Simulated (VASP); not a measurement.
SrB2:

```
Sr B
1.0
     3.19735    0.00000    0.00000
    -1.59868    2.76899    0.00000
     0.00000    0.00000    5.13094
Sr B
1 2
Cartesian
  0.0000 0.0000 2.5655
  0.0000 1.8460 1.2936
  1.5987 0.9230 3.8373
```

| Quantity | Value |
| --- | --- |
| Program | VASP 6.6.1 |
| Task | relaxation of cell and atoms |
| Functional | PBE |
| Potentials or basis | VASP PAW PBE potentials, release 64 (Sr_sv, B) |
| Cutoff | 600 eV |
| k mesh | 6 × 6 × 4 |
| Occupations | gaussian, width 0.1 eV |
| Spin | no spin polarisation |

At the start: pressure 43.1 GPa; volume 15.14 Å³/atom.

Task: Where does the relaxation end?

Result: Over 21 steps the energy falls by 3667.7 meV/atom and the volume is 13.92 Å³/atom (-8.1 %); space group P6/mmm (No. 191, to 0.05 Å).

Step by step:
| step | energy change (eV) | largest force (eV/Å) | pressure (GPa) | volume (Å³) |
| --- | --- | --- | --- | --- |
| 1 | 0.0000 | 5.1782 | 43.10 | 45.43 |
| 2 | -4.3311 | 1.6898 | -3.77 | 77.72 |
| 3 | -4.3303 | 1.7112 | -3.64 | 77.40 |
| 4 | -4.9563 | 2.0608 | -4.81 | 73.48 |
| 5 | -6.9857 | 2.9076 | -7.11 | 61.16 |
| 6 | -5.5614 | 0.1042 | 35.64 | 33.97 |
| 7 | -7.0771 | 3.3951 | 1.59 | 49.36 |
| 8 | -7.2162 | 2.0462 | 7.20 | 41.80 |
| 9 | -7.5115 | 1.1740 | 5.38 | 41.43 |
| 10 | -7.6054 | 0.3470 | 4.59 | 41.06 |
| 11 | -8.0936 | 0.1595 | 3.57 | 41.91 |
| 12 | -9.1773 | 0.6409 | 1.10 | 43.80 |
| 13 | -9.5703 | 3.8740 | -1.23 | 44.89 |
| 14 | -9.8021 | 3.1531 | -1.55 | 44.87 |
| 15 | -10.5051 | 2.3330 | -4.69 | 45.04 |
| 16 | -10.6851 | 1.7342 | -5.53 | 44.92 |
| 17 | -10.6988 | 1.5553 | -5.63 | 44.86 |
| 18 | -10.9478 | 0.8170 | -0.55 | 42.12 |
| 19 | -10.9868 | 0.2284 | 3.21 | 40.56 |
| 20 | -10.9871 | 0.2778 | 2.87 | 40.68 |
| 21 | -11.0031 | 0.0278 | 0.09 | 41.76 |

Final structure:
```xyz
3
Lattice="3.3051 0.0000 0.0000 -1.6526 2.8623 0.0000 0.0000 0.0000 4.4143" Properties=species:S:1:pos:R:3 pbc="T T T"
Sr   -1.6526    2.8623    2.2072
B     0.0000    1.9082    0.0017
B     1.6526    0.9541    4.4126
```

Caveat: the k points lie up to 0.37 Å⁻¹ apart in the final cell.
